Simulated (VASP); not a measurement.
# RuSe (F-43m) in VASP: further runs

The runs below take RuSe through single point, with PBE.

All numbers are computed with VASP 6.6.1; they aren't measurements. Logs are shortened: lines on timing, memory, paths and dates and some standing lists are left out, and cuts for length are marked.

**1. The cell of the first run**

The structure is cubic, space group F-43m (No. 216). The conventional cell has a = 5.504 Å, b = 5.504 Å, c = 5.504 Å, α = 90.00°, β = 90.00°, γ = 90.00°. Ru (site symmetry -43m) has 4 Se at 2.38 Å within 3.1 Å. Within 3.1 Å of Se (site symmetry -43m) lie 4 Ru at 2.38 Å.

**2. Single point, PBE**

Input file INCAR:

```
PREC = Accurate ; ENCUT = 520
EDIFF = 1E-7 ; ISMEAR = 0
SIGMA = 0.05 ; LREAL = False
LASPH = True ; NELM = 80
ALGO = Normal ; ISIF = 2
LWAVE = False ; LCHARG = True
GGA = PE ; LELF = True
LVHAR = True ; NBANDS = 17
```

Input file KPOINTS:

```
Automatic mesh
0
Gamma
  10 10 10
```

Input file POSCAR:

```
RuSe
1.0
    0.0000000000      2.7520188154      2.7520188154
    2.7520188154      0.0000000000      2.7520188154
    2.7520188154      2.7520188154      0.0000000000
Ru Se
1 1
Direct
    0.0000000000      0.0000000000      0.0000000000
    0.2500000000      0.2500000000      0.2500000000
```

Potentials or basis: VASP PAW PBE potentials, release 64 (Ru_pv, Se).

Launch:

```bash
$ cat potpaw_PBE.64/Ru_pv/POTCAR potpaw_PBE.64/Se/POTCAR > POTCAR
$ mpirun -np 1 vasp_std > vasp.out
```

OUTCAR:

```text
PREC = Accurate
   ENCUT = 520
   EDIFF = 1E-7
   ISMEAR = 0
   LREAL = False
   LASPH = True
   NELM = 80
   ISIF = 2
   GGA = PE

 ion  position               nearest neighbor table
   1  0.000  0.000  0.000-   2 2.38   2 2.38   2 2.38   2 2.38
   2  0.250  0.250  0.250-   1 2.38   1 2.38   1 2.38   1 2.38

  LATTYP: Found a face centered cubic cell.
 ALAT       =     5.5040376308

  Lattice vectors:

 A1 = (   0.0000000000,   2.7520188154,   2.7520188154)
 A2 = (   2.7520188154,   0.0000000000,   2.7520188154)
 A3 = (   2.7520188154,   2.7520188154,   0.0000000000)

Analysis of symmetry for initial positions (statically):
=====================================================================
 Subroutine PRICEL returns:
 Original cell was already a primitive cell.

 Routine SETGRP: Setting up the symmetry group for a
 face centered cubic supercell.

 Subroutine GETGRP returns: Found 24 space group operations
 (whereof 24 operations were pure point group operations)
 out of a pool of 48 trial point group operations.

The static configuration has the point symmetry T_d .

Analysis of symmetry for dynamics (positions and initial velocities):
=====================================================================
 Subroutine PRICEL returns:
 Original cell was already a primitive cell.

 Routine SETGRP: Setting up the symmetry group for a
 face centered cubic supercell.

 Subroutine GETGRP returns: Found 24 space group operations
 (whereof 24 operations were pure point group operations)
 out of a pool of 48 trial point group operations.

The dynamic configuration has the point symmetry T_d .

 Subroutine INISYM returns: Found 24 space group operations
 (whereof 24 operations are pure point group operations),
 and found     1 'primitive' translations

----------------------------------------------------------------------------------------

                                     Primitive cell

  volume of cell :      41.6854

  direct lattice vectors                    reciprocal lattice vectors
     0.000000000  2.752018815  2.752018815    -0.181684804  0.181684804  0.181684804
     2.752018815  0.000000000  2.752018815     0.181684804 -0.181684804  0.181684804
     2.752018815  2.752018815  0.000000000     0.181684804  0.181684804 -0.181684804

  length of vectors
     3.891942333  3.891942333  3.891942333     0.314687312  0.314687312  0.314687312

  position of ions in fractional coordinates (direct lattice)
     0.000000000  0.000000000  0.000000000
     0.250000000  0.250000000  0.250000000

  ion indices of the primitive-cell ions
   primitive index   ion index
                 1           1
                 2           2

----------------------------------------------------------------------------------------

 KPOINTS: Automatic mesh

Automatic generation of k-mesh.
 Grid dimensions read from file:
 generate k-points for:   10   10   10

 Generating k-lattice:

  Cartesian coordinates                     Fractional coordinates (reciprocal lattice)
    -0.018168480  0.018168480  0.018168480     0.100000000  0.000000000  0.000000000
     0.018168480 -0.018168480  0.018168480     0.000000000  0.100000000  0.000000000
     0.018168480  0.018168480 -0.018168480     0.000000000  0.000000000  0.100000000

  Length of vectors
     0.031468731  0.031468731  0.031468731

  Shift w.r.t. Gamma in fractional coordinates (k-lattice)
     0.000000000  0.000000000  0.000000000

 Subroutine IBZKPT returns following result:
 ===========================================

 Found     47 irreducible k-points:

 Following reciprocal coordinates:
            Coordinates               Weight
  0.000000  0.000000  0.000000      1.000000
  0.100000  0.000000  0.000000      8.000000
  0.200000  0.000000  0.000000      8.000000
  0.300000  0.000000  0.000000      8.000000
  0.400000  0.000000  0.000000      8.000000
  0.500000  0.000000  0.000000      4.000000
[... 16 lines left out ...]
  0.300000  0.300000  0.000000      6.000000
  0.400000  0.300000  0.000000     24.000000
 [... further k-points ...]
   k-points           NKPTS =     47   k-points in BZ     NKDIM =     47   number of bands    NBANDS=     17
   number of dos      NEDOS =    301   number of ions     NIONS =      2
   total plane-waves  NPLWV =  27000
   dimension x,y,z NGX =    30 NGY =   30 NGZ =   30
   dimension x,y,z NGXF=    60 NGYF=   60 NGZF=   60
   ions per type =               1   1
   NGX,Y,Z   is equivalent  to a cutoff of  12.81, 12.81, 12.81 a.u.
   NGXF,Y,Z  is equivalent  to a cutoff of  25.63, 25.63, 25.63 a.u.
 SYSTEM =  unknown system
   PREC   = accura    normal or accurate (medium, high low for compatibility)
   ISTART =      0    job   : 0-new  1-cont  2-samecut
   ICHARG =      2    charge: 1-file 2-atom 10-const
   ISPIN  =      1    spin polarized calculation?
   LNONCOLLINEAR =      F non collinear calculations
   LSORBIT =      F    spin-orbit coupling
   LASPH  =      T    aspherical Exc in radial PAW
   ENCUT  =  520.0 eV  38.22 Ry    6.18 a.u.   7.24  7.24  7.24*2*pi/ulx,y,z
   NELM   =     80;   NELMIN=  2; NELMDL= -5     # of ELM steps
   EDIFF  = 0.1E-06   stopping-criterion for ELM
   LREAL  =      F    real-space projection
   EDIFFG = 0.1E-05   stopping-criterion for IOM
   NSW    =      0    number of steps for IOM
   IBRION =     -1    ionic relax: 0-MD 1-quasi-New 2-CG
   NFREE  =      0    steps in history (QN), initial steepest desc. (CG)
   ISIF   =      2    stress and relaxation
   ISYM   =      2    0-nonsym 1-usesym 2-fastsym
   POTIM  = 0.5000    time-step for ionic-motion
   TEBEG  =    0.0;   TEEND  =   0.0 temperature during run
   PSTRESS=    0.0 pullay stress
   NELECT =      20.0000    total number of electrons
   NUPDOWN=      -1.0000    fix difference up-down
   EMIN   =  10.00;   EMAX   =-10.00  energy-range for DOS
   EFERMI =   0.00;   METHOD = LEGACY
   ISMEAR =     0;   SIGMA  =   0.05  broadening in eV -4-tet -1-fermi 0-gaus
   EFERMI_NEDOS =   21; number of points for ismear=-14 and -15
   IALGO  =     38    algorithm
   IMIX   =      4    mixing-type and parameters
     AMIX     =   0.40;   BMIX     =  1.00
     AMIX_MAG =   1.60;   BMIX_MAG =  1.00
  volume/ion in A,a.u.               =      20.84       140.65
  Fermi-wavevector in a.u.,A,eV,Ry     =   1.281613  2.421897 22.347989  1.642531
  Thomas-Fermi vector in A             =   2.413972
   LORBIT       =      0    0 simple, 1 ext, 2 COOP (PROOUT), +10 PAW based schemes
   GGA     = PE    functional components
   LHFCALC =     F    Hartree Fock is set to
   AEXX    =    0.0000 exact exchange contribution
   IVDW    =     0    specifies the selected vdW correction
   LEPSILON=     F    determine dielectric tensor
   LRPA    =     F    only Hartree local field effects (RPA)
 non-spin polarized calculation
 Gauss-broadening in eV      SIGMA  =   0.05
  energy-cutoff  :      520.00
  volume of cell :       41.69
 maximum number of plane-waves:      1139
 NGX is ok and might be reduce to    30
   NGX = 15   NGY = 15   NGZ = 15

 number of electron      19.9999995 magnetization

 Free energy of the ion-electron system (eV)
  ---------------------------------------------------
  ext. energy  EPLUGINS =         0.00000000
  ---------------------------------------------------
  free energy    TOTEN  =       -12.42430181 eV

  energy without entropy =      -12.42156069  energy(sigma->0) =      -12.42293125

 E-fermi :   6.3356     XC(G=0): -10.5699

 val. band max:        6.3323609999   @ k =   0.5000   0.4000   0.0000
 cond. band min:       6.3369422283   @ k =   0.4000   0.2000   0.1000
 fundamental gap:      0.0045812284
 Fermi energy:         6.3355833950

 k-point     1 :       0.0000    0.0000    0.0000
  band No.  band energies     occupation
      1     -36.2013      2.00000
      2     -36.2013      2.00000
      3     -36.2013      2.00000
      4      -8.6485      2.00000
      5       1.0741      2.00000
      6       1.0741      2.00000
[... 9 lines left out ...]
     16      13.9078      0.00000
     17      17.9698      0.00000

 k-point     2 :       0.1000    0.0000    0.0000
  band No.  band energies     occupation
      1     -36.2039      2.00000
      2     -36.2017      2.00000
      3     -36.2017      2.00000
      4      -8.5831      2.00000
      5       0.9689      2.00000
      6       1.1176      2.00000
[... 9 lines left out ...]
     16      14.0749      0.00000
     17      17.9895      0.00000

 k-point     3 :       0.2000    0.0000    0.0000
  band No.  band energies     occupation
      1     -36.2107      2.00000
      2     -36.2028      2.00000
      3     -36.2028      2.00000
      4      -8.4080      2.00000
      5       0.7451      2.00000
      6       1.2263      2.00000
[... 9 lines left out ...]
     16      14.4631      0.00000
     17      18.3474      0.00000

 k-point     4 :       0.3000    0.0000    0.0000
  band No.  band energies     occupation
      1     -36.2191      2.00000
      2     -36.2041      2.00000
      3     -36.2041      2.00000
      4      -8.1834      2.00000
      5       0.5624      2.00000
      6       1.3468      2.00000
[... 9 lines left out ...]
     16      14.7931      0.00000
     17      17.9697      0.00000
[... 343 lines left out ...]
      1     -36.2184      2.00000
      2     -36.2086      2.00000
      3     -36.2041      2.00000
      4      -8.1070      2.00000
      5       0.6230      2.00000
      6       1.2801      2.00000
[... 9 lines left out ...]
     16      15.0042      0.00000
     17      17.7951      0.00000

 k-point    23 :       0.3000    0.3000    0.0000
  band No.  band energies     occupation
      1     -36.2193      2.00000
      2     -36.2078      2.00000
      3     -36.2078      2.00000
      4      -8.0287      2.00000
      5       0.2408      2.00000
      6       1.6874      2.00000
[... 9 lines left out ...]
     16      16.5006      0.00000
     17      16.5006      0.00000

 k-point    24 :       0.4000    0.3000    0.0000
  band No.  band energies     occupation
      1     -36.2233      2.00000
      2     -36.2097      2.00000
      3     -36.2090      2.00000
      4      -7.8801      2.00000
      5       0.1950      2.00000
      6       1.8006      2.00000
[... 9 lines left out ...]
     16      16.8539      0.00000
     17      17.8840      0.00000

 [... further k-points ...]
[... 5 lines left out ...]
  --------------------------------------------------------------------------------------
  -------------------------------------------------------------------------------------
  Total        0.0257718      0.0257718      0.0257718     -0.0000000      0.0000000      0.0000000
  in kB        0.9905370      0.9905370      0.9905370     -0.0000000      0.0000000      0.0000000
  external PRESSURE =       0.9905370 kB  Pullay stress =       0.0000000 kB

 VOLUME and BASIS-vectors are now :
 -----------------------------------------------------------------------------
  energy-cutoff  :      520.00
  volume of cell :       41.69
      direct lattice vectors                 reciprocal lattice vectors
     0.000000000  2.752018815  2.752018815    -0.181684804  0.181684804  0.181684804
     2.752018815  0.000000000  2.752018815     0.181684804 -0.181684804  0.181684804
     2.752018815  2.752018815  0.000000000     0.181684804  0.181684804 -0.181684804

 POSITION                                       TOTAL-FORCE (eV/Angst)
 -----------------------------------------------------------------------------------
      0.00000      0.00000      0.00000         0.000000      0.000000      0.000000
      1.37601      1.37601      1.37601        -0.000000     -0.000000     -0.000000
 -----------------------------------------------------------------------------------
    total drift:                                0.000001      0.000001      0.000001

  FREE ENERGIE OF THE ION-ELECTRON SYSTEM (eV)
  ---------------------------------------------------
  free  energy   TOTEN  =       -12.4243018073 eV

  energy  without entropy=      -12.4215606873  energy(sigma->0) =      -12.42293125
```

Wall time 65 s (1 thread of AMD EPYC 7R13, shared host); peak memory 0.16 GiB.

What came out:

- Free energy: -12.4243 eV
- Pressure: 0.1 GPa
- Band gap on the k mesh: zero (band 10 reaches 8.38 eV, above the bottom of band 11 at 5.94 eV)

**3. Single point, PBE**

Input file INCAR:

```
SYSTEM = RuSe
PREC = Accurate ; ENCUT = 520
EDIFF = 1E-7 ; ISMEAR = 0
SIGMA = 0.01 ; LREAL = .False.
LASPH = .True. ; NELM = 80
ALGO = Normal ; ISIF = 2
LWAVE = .False. ; LCHARG = .False.
GGA = PE ; NBANDS = 17
```

Input file KPOINTS:

```
regular mesh
0
Gamma
  10 10 10
  0 0 0
```

POSCAR is that of step 2.

Potentials or basis: VASP PAW PBE potentials, release 64 (Ru_pv, Se).

Launch:

```bash
$ cat potpaw_PBE.64/Ru_pv/POTCAR potpaw_PBE.64/Se/POTCAR > POTCAR
$ mpirun -np 1 vasp_std > vasp.out
```

OUTCAR:

```text
SYSTEM = RuSe
   PREC = Accurate
   ENCUT = 520
   EDIFF = 1E-7
   ISMEAR = 0
   LREAL = .False.
   LASPH = .True.
   NELM = 80
   ISIF = 2
   GGA = PE

 ion  position               nearest neighbor table
   1  0.000  0.000  0.000-   2 2.38   2 2.38   2 2.38   2 2.38
   2  0.250  0.250  0.250-   1 2.38   1 2.38   1 2.38   1 2.38

  LATTYP: Found a face centered cubic cell.
 ALAT       =     5.5040376308

  Lattice vectors:

 A1 = (   0.0000000000,   2.7520188154,   2.7520188154)
 A2 = (   2.7520188154,   0.0000000000,   2.7520188154)
 A3 = (   2.7520188154,   2.7520188154,   0.0000000000)

Analysis of symmetry for initial positions (statically):
=====================================================================
 Subroutine PRICEL returns:
 Original cell was already a primitive cell.

 Routine SETGRP: Setting up the symmetry group for a
 face centered cubic supercell.

 Subroutine GETGRP returns: Found 24 space group operations
 (whereof 24 operations were pure point group operations)
 out of a pool of 48 trial point group operations.

The static configuration has the point symmetry T_d .

Analysis of symmetry for dynamics (positions and initial velocities):
[... 159 lines left out ...]

 E-fermi :   6.3354     XC(G=0): -10.5699

 val. band max:        6.3319906098   @ k =   0.5000   0.4000   0.0000
 cond. band min:       6.3366320376   @ k =   0.4000   0.2000   0.1000
 fundamental gap:      0.0046414278
 Fermi energy:         6.3353680935

 k-point     1 :       0.0000    0.0000    0.0000
  band No.  band energies     occupation
      1     -36.2019      2.00000
      2     -36.2019      2.00000
      3     -36.2019      2.00000
      4      -8.6484      2.00000
      5       1.0739      2.00000
      6       1.0739      2.00000
[... 457 lines left out ...]
      4      -7.8800      2.00000
      5       0.1949      2.00000
      6       1.8004      2.00000
[... 9 lines left out ...]
     16      16.8539      0.00000
     17      17.8840      0.00000

 [... further k-points ...]

------------------------ aborting loop because EDIFF is reached ----------------------------------------

  FORCE on cell =-STRESS in cart. coord.  units (eV):
  Direction    XX          YY          ZZ          XY          YZ          ZX
  --------------------------------------------------------------------------------------
  -------------------------------------------------------------------------------------
  Total        0.0215259      0.0215259      0.0215259     -0.0000000     -0.0000000     -0.0000000
  in kB        0.8273474      0.8273474      0.8273474     -0.0000000     -0.0000000     -0.0000000
  external PRESSURE =       0.8273474 kB  Pullay stress =       0.0000000 kB

 VOLUME and BASIS-vectors are now :
 -----------------------------------------------------------------------------
  energy-cutoff  :      520.00
  volume of cell :       41.69
      direct lattice vectors                 reciprocal lattice vectors
     0.000000000  2.752018815  2.752018815    -0.181684804  0.181684804  0.181684804
     2.752018815  0.000000000  2.752018815     0.181684804 -0.181684804  0.181684804
     2.752018815  2.752018815  0.000000000     0.181684804  0.181684804 -0.181684804

 POSITION                                       TOTAL-FORCE (eV/Angst)
 -----------------------------------------------------------------------------------
      0.00000      0.00000      0.00000         0.000000      0.000000      0.000000
      1.37601      1.37601      1.37601        -0.000000     -0.000000     -0.000000
 -----------------------------------------------------------------------------------
    total drift:                                0.000001      0.000001      0.000001

  FREE ENERGIE OF THE ION-ELECTRON SYSTEM (eV)
  ---------------------------------------------------
  free  energy   TOTEN  =       -12.4224550000 eV

  energy  without entropy=      -12.4220676197  energy(sigma->0) =      -12.42226131
```

Wall time 70 s (1 thread of AMD EPYC 7R13, shared host); peak memory 0.16 GiB.

What came out:

```
Free energy            : -12.4225 eV
Pressure               : 0.1 GPa
Band gap on the k mesh : zero (band 10 reaches 8.38 eV, above the bottom of band 11 at 5.94 eV)
```

(Part 1 of 2 ends here.)
